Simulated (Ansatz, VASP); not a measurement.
**Two plane-wave programs on KCl**

Contents of INCAR:

```
  PREC = Accurate
  ENCUT = 520
  EDIFF = 1E-6
  ISMEAR = 0
  SIGMA = 0.05
  LREAL = F
  LASPH = T
  NELM = 80
  ALGO = Normal
  ISIF = 2
  LWAVE = F
  LCHARG = T
  GGA = CA
  LELF = T
  LVHAR = T
  NBANDS = 15
```

File KPOINTS:

```
Automatic mesh
0
Gamma
  8 8 8
```

The input POSCAR:

```
KCl
1.0
    0.0000000000      3.3317912246      2.8320225409
    3.3317912246      0.0000000000      2.8320225409
    3.3317912246      3.3317912246      0.0000000000
K Cl
1 1
Direct
    0.0000000000      0.0000000000      0.0000000000
    0.5000000000      0.5000000000      0.5000000000
```

Input for Ansatz:

```yaml
crystal:
  lattice:
    - [0.0, 3.3317912246, 2.8320225409]
    - [3.3317912246, 0.0, 2.8320225409]
    - [3.3317912246, 3.3317912246, 0.0]
  atoms:
    - { symbol: K, position: [0.0, 0.0, 0.0] }
    - { symbol: Cl, position: [0.5, 0.5, 0.5] }
basis:
  ecutwfc: 420
kpoints:
  mp_grid: { grid: [8, 8, 8] }
hamiltonian:
  xc: lda
scf:
  occupations: { method: gaussian, width: 0.05 }
output:
  forces: true
  stress: true
  eigenvalues: true
  write_density: true
  write_potential: true
  elf: true
  volumetric_format: npy
```

Alike in both runs: task single point; functional LDA; k mesh 8 × 8 × 8; occupations gaussian, width 0.05 eV; no spin polarisation.

```csv
,VASP,Ansatz
version,VASP 6.6.1,Ansatz 0.2.0
potentials or method,"VASP PAW LDA potentials, release 64 (K_sv, Cl), cutoff 520 eV","scalar-relativistic, plane waves, PAW"
valence electrons in the cell,16,16
```

|  | VASP | Ansatz | Ansatz less VASP |
| --- | --- | --- | --- |
| gap on the k mesh at the Fermi level (eV) | 4.48 | 4.48 | -0.001 |
| least direct gap on the mesh (eV) | 4.48 | 4.48 | -0.001 |
| pressure (GPa) | -0.4 | -0.5 | -0.07 |
| traceless stress, the component that is largest in VASP (GPa) | 4.92 | 4.78 | -0.135 |

LDA's correlation is that of Perdew and Zunger in VASP and of Perdew and Wang (1992) in Ansatz.
